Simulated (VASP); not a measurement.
# Cs (Fd-3m) in VASP: notebook, part 2 of 2

VASP 6.6.1.

## 3. Single point, revPBE

This run uses another cell than the first one, of 206.38 Å³/atom.

INCAR

```
SYSTEM = Cs
ALGO     = Normal         ! electronic algorithm
EDIFF    = 1E-6           ! SCF threshold, eV
ENCUT    = 520            ! plane-wave cutoff, eV
GGA      = RE             ! functional
ISIF     = 2              ! what is computed and relaxed
ISMEAR   = -1             ! smearing method
LASPH    = .TRUE.         ! aspherical terms in the spheres
LCHARG   = .FALSE.        ! write CHGCAR
LREAL    = .FALSE.        ! projectors in reciprocal space
LWAVE    = .FALSE.        ! write WAVECAR
NBANDS   = 16             ! bands
NELM     = 80             ! most SCF steps
PREC     = Accurate       ! precision mode
SIGMA    = 0.1            ! smearing width, eV
```

KPOINTS

```
k-points
0
G
  8 8 8
  0 0 0
```

POSCAR

```
Cs
1.0
    0.0000000000      5.9095304351      5.9095304351
    5.9095304351      0.0000000000      5.9095304351
    5.9095304351      5.9095304351      0.0000000000
Cs
2
Direct
    0.1250000000      0.1250000000      0.1250000000
    0.8750000000      0.8750000000      0.8750000000
```

Potentials or basis: VASP PAW PBE potentials, release 64 (Cs_sv).

On the command line:

```sh
cat potpaw_PBE.64/Cs_sv/POTCAR > POTCAR
mpirun -np 1 vasp_std > vasp.out
```

OUTCAR:

```text
SYSTEM = Cs
   EDIFF = 1E-6
   ENCUT = 520
   GGA = RE
   ISIF = 2
   ISMEAR = -1
   LASPH = .TRUE.
   LREAL = .FALSE.
   NELM = 80
   PREC = Accurate

 ion  position               nearest neighbor table
   1  0.125  0.125  0.125-
   2  0.875  0.875  0.875-

  LATTYP: Found a face centered cubic cell.
 ALAT       =    11.8190608702

  Lattice vectors:

 A1 = (   0.0000000000,   5.9095304351,   5.9095304351)
 A2 = (   5.9095304351,   0.0000000000,   5.9095304351)
 A3 = (   5.9095304351,   5.9095304351,   0.0000000000)

Analysis of symmetry for initial positions (statically):
=====================================================================
 Subroutine PRICEL returns:
 Original cell was already a primitive cell.

 Routine SETGRP: Setting up the symmetry group for a
 face centered cubic supercell.

 Subroutine GETGRP returns: Found 48 space group operations
 (whereof 12 operations were pure point group operations)
 out of a pool of 48 trial point group operations.

The static configuration has the point symmetry D_3d.
 The point group associated with its full space group is O_h .

Analysis of symmetry for dynamics (positions and initial velocities):
=====================================================================
 Subroutine PRICEL returns:
 Original cell was already a primitive cell.

 Routine SETGRP: Setting up the symmetry group for a
 face centered cubic supercell.

 Subroutine GETGRP returns: Found 48 space group operations
 (whereof 12 operations were pure point group operations)
 out of a pool of 48 trial point group operations.

The dynamic configuration has the point symmetry D_3d.
 The point group associated with its full space group is O_h .

 Subroutine INISYM returns: Found 48 space group operations
 (whereof 12 operations are pure point group operations),
 and found     1 'primitive' translations

----------------------------------------------------------------------------------------

                                     Primitive cell

  volume of cell :     412.7517

  direct lattice vectors                    reciprocal lattice vectors
     0.000000000  5.909530435  5.909530435    -0.084609091  0.084609091  0.084609091
     5.909530435  0.000000000  5.909530435     0.084609091 -0.084609091  0.084609091
     5.909530435  5.909530435  0.000000000     0.084609091  0.084609091 -0.084609091

  length of vectors
     8.357338089  8.357338089  8.357338089     0.146547245  0.146547245  0.146547245

  position of ions in fractional coordinates (direct lattice)
     0.125000000  0.125000000  0.125000000
     0.875000000  0.875000000  0.875000000

  ion indices of the primitive-cell ions
   primitive index   ion index
                 1           1
                 2           2

----------------------------------------------------------------------------------------

 KPOINTS: k-points

Automatic generation of k-mesh.
 Grid dimensions read from file:
 generate k-points for:    8    8    8

 Generating k-lattice:

  Cartesian coordinates                     Fractional coordinates (reciprocal lattice)
    -0.010576136  0.010576136  0.010576136     0.125000000  0.000000000  0.000000000
     0.010576136 -0.010576136  0.010576136     0.000000000  0.125000000  0.000000000
     0.010576136  0.010576136 -0.010576136     0.000000000  0.000000000  0.125000000

  Length of vectors
     0.018318406  0.018318406  0.018318406

  Shift w.r.t. Gamma in fractional coordinates (k-lattice)
     0.000000000  0.000000000  0.000000000

 Subroutine IBZKPT returns following result:
 ===========================================

 Found     29 irreducible k-points:

 Following reciprocal coordinates:
            Coordinates               Weight
  0.000000  0.000000  0.000000      1.000000
  0.125000  0.000000  0.000000      8.000000
  0.250000  0.000000  0.000000      8.000000
  0.375000  0.000000  0.000000      8.000000
  0.500000  0.000000  0.000000      4.000000
  0.125000  0.125000  0.000000      6.000000
[... 16 lines left out ...]
  0.500000  0.250000  0.125000     48.000000
 -0.375000  0.250000  0.125000     24.000000
 [... further k-points ...]
   k-points           NKPTS =     29   k-points in BZ     NKDIM =     29   number of bands    NBANDS=     16
   number of dos      NEDOS =    301   number of ions     NIONS =      2
   total plane-waves  NPLWV = 262144
   dimension x,y,z NGX =    64 NGY =   64 NGZ =   64
   dimension x,y,z NGXF=   128 NGYF=  128 NGZF=  128
   ions per type =               2
   NGX,Y,Z   is equivalent  to a cutoff of  12.73, 12.73, 12.73 a.u.
   NGXF,Y,Z  is equivalent  to a cutoff of  25.46, 25.46, 25.46 a.u.
 SYSTEM =  Cs
   PREC   = accura    normal or accurate (medium, high low for compatibility)
   ISTART =      0    job   : 0-new  1-cont  2-samecut
   ICHARG =      2    charge: 1-file 2-atom 10-const
   ISPIN  =      1    spin polarized calculation?
   LNONCOLLINEAR =      F non collinear calculations
   LSORBIT =      F    spin-orbit coupling
   LASPH  =      T    aspherical Exc in radial PAW
   ENCUT  =  520.0 eV  38.22 Ry    6.18 a.u.  15.54 15.54 15.54*2*pi/ulx,y,z
   NELM   =     80;   NELMIN=  2; NELMDL= -5     # of ELM steps
   EDIFF  = 0.1E-05   stopping-criterion for ELM
   LREAL  =      F    real-space projection
   EDIFFG = 0.1E-04   stopping-criterion for IOM
   NSW    =      0    number of steps for IOM
   IBRION =     -1    ionic relax: 0-MD 1-quasi-New 2-CG
   NFREE  =      0    steps in history (QN), initial steepest desc. (CG)
   ISIF   =      2    stress and relaxation
   ISYM   =      2    0-nonsym 1-usesym 2-fastsym
   POTIM  = 0.5000    time-step for ionic-motion
   TEBEG  =    0.0;   TEEND  =   0.0 temperature during run
   PSTRESS=    0.0 pullay stress
   NELECT =      18.0000    total number of electrons
   NUPDOWN=      -1.0000    fix difference up-down
   EMIN   =  10.00;   EMAX   =-10.00  energy-range for DOS
   EFERMI =   0.00;   METHOD = LEGACY
   ISMEAR =    -1;   SIGMA  =   0.10  broadening in eV -4-tet -1-fermi 0-gaus
   EFERMI_NEDOS =   21; number of points for ismear=-14 and -15
   IALGO  =     38    algorithm
   IMIX   =      4    mixing-type and parameters
     AMIX     =   0.40;   BMIX     =  1.00
     AMIX_MAG =   1.60;   BMIX_MAG =  1.00
  volume/ion in A,a.u.               =     206.38      1392.69
  Fermi-wavevector in a.u.,A,eV,Ry     =   0.576239  1.088934  4.517834  0.332051
  Thomas-Fermi vector in A             =   1.618659
   LORBIT       =      0    0 simple, 1 ext, 2 COOP (PROOUT), +10 PAW based schemes
   GGA     = RE    functional components
   LHFCALC =     F    Hartree Fock is set to
   AEXX    =    0.0000 exact exchange contribution
   IVDW    =     0    specifies the selected vdW correction
   LEPSILON=     F    determine dielectric tensor
   LRPA    =     F    only Hartree local field effects (RPA)
 non-spin polarized calculation
  energy-cutoff  :      520.00
  volume of cell :      412.75
 maximum number of plane-waves:     11180
 NGX is ok and might be reduce to    64
   NGX = 31   NGY = 31   NGZ = 31

 number of electron      17.9999997 magnetization

 Free energy of the ion-electron system (eV)
  ---------------------------------------------------
  ext. energy  EPLUGINS =         0.00000000
  ---------------------------------------------------
  free energy    TOTEN  =        -1.06073518 eV

  energy without entropy =       -0.99241549  energy(sigma->0) =       -1.02657533

 E-fermi :  -0.4951     XC(G=0):  -3.9402

 val. band max:       -0.5607378096   @ k =  -0.3750   0.3750   0.0000
 cond. band min:      -0.4777021860   @ k =   0.5000   0.5000   0.0000
 fundamental gap:      0.0830356235
 Fermi energy:        -0.4950574193

 k-point     1 :       0.0000    0.0000    0.0000
  band No.  band energies     occupation
      1     -24.8860      2.00000
      2     -24.8765      2.00000
      3     -11.7214      2.00000
      4     -11.7214      2.00000
      5     -11.7214      2.00000
      6     -11.6556      2.00000
[... 8 lines left out ...]
     15       1.1915      0.00000
     16       1.1915      0.00000

 k-point     2 :       0.1250    0.0000    0.0000
  band No.  band energies     occupation
      1     -24.8857      2.00000
      2     -24.8768      2.00000
      3     -11.7224      2.00000
      4     -11.7224      2.00000
      5     -11.7209      2.00000
      6     -11.6562      2.00000
[... 8 lines left out ...]
     15       1.0511      0.00000
     16       1.2085      0.00000
[... 387 lines left out ...]
      5     -11.7085      2.00000
      6     -11.6694      2.00000
[... 8 lines left out ...]
     15       1.0980      0.00000
     16       1.3433      0.00000

 k-point    24 :      -0.3750    0.2500    0.1250
  band No.  band energies     occupation
      1     -24.8829      2.00000
      2     -24.8796      2.00000
      3     -11.7334      2.00000
      4     -11.7302      2.00000
      5     -11.7065      2.00000
      6     -11.6715      2.00000
[... 8 lines left out ...]
     15       1.1194      0.00000
     16       1.4098      0.00000

 [... further k-points ...]
[... 5 lines left out ...]
  --------------------------------------------------------------------------------------
  -------------------------------------------------------------------------------------
  Total        0.0232150      0.0232150      0.0232150      0.0000000      0.0000000      0.0000000
  in kB        0.0901137      0.0901137      0.0901137      0.0000000      0.0000000      0.0000000
  external PRESSURE =       0.0901137 kB  Pullay stress =       0.0000000 kB

 VOLUME and BASIS-vectors are now :
 -----------------------------------------------------------------------------
  energy-cutoff  :      520.00
  volume of cell :      412.75
      direct lattice vectors                 reciprocal lattice vectors
     0.000000000  5.909530435  5.909530435    -0.084609091  0.084609091  0.084609091
     5.909530435  0.000000000  5.909530435     0.084609091 -0.084609091  0.084609091
     5.909530435  5.909530435  0.000000000     0.084609091  0.084609091 -0.084609091

 POSITION                                       TOTAL-FORCE (eV/Angst)
 -----------------------------------------------------------------------------------
      1.47738      1.47738      1.47738        -0.000000      0.000000     -0.000000
     10.34168     10.34168     10.34168         0.000000     -0.000000      0.000000
 -----------------------------------------------------------------------------------
    total drift:                                0.000000      0.000000      0.000000

  FREE ENERGIE OF THE ION-ELECTRON SYSTEM (eV)
  ---------------------------------------------------
  free  energy   TOTEN  =        -1.0607351769 eV

  energy  without entropy=       -0.9924154929  energy(sigma->0) =       -1.02657533
```

It took 4.4 min on 1 thread of AMD EPYC 7R43 (Zen 3), shared host; peak memory 0.58 GiB.

What came out:

```
Free energy            : -1.0607 eV
Pressure               : 0.0 GPa
Band gap on the k mesh : zero (bands 9 and 10 overlap by 0.08 eV)
```

Levels at points of the mesh, in eV from the Fermi level:
| k point | band 7 | band 8 | band 9 | band 10 | band 11 | band 12 |
| --- | --- | --- | --- | --- | --- | --- |
| (0.00, 0.00, 0.00) | -11.16 | -11.16 | -1.16 | 1.35 | 1.35 | 1.35 |
| (0.50, 0.00, 0.00) | -11.15 | -11.15 | -0.49 | 0.08 | 1.18 | 1.18 |
| (0.50, 0.50, 0.00) | -11.15 | -11.15 | 0.02 | 0.02 | 0.73 | 0.73 |

Caveat: the PAW data sets were made with another functional, which shifts forces and pressure a little; spin-orbit coupling is left out, which moves the levels of the heavy elements.
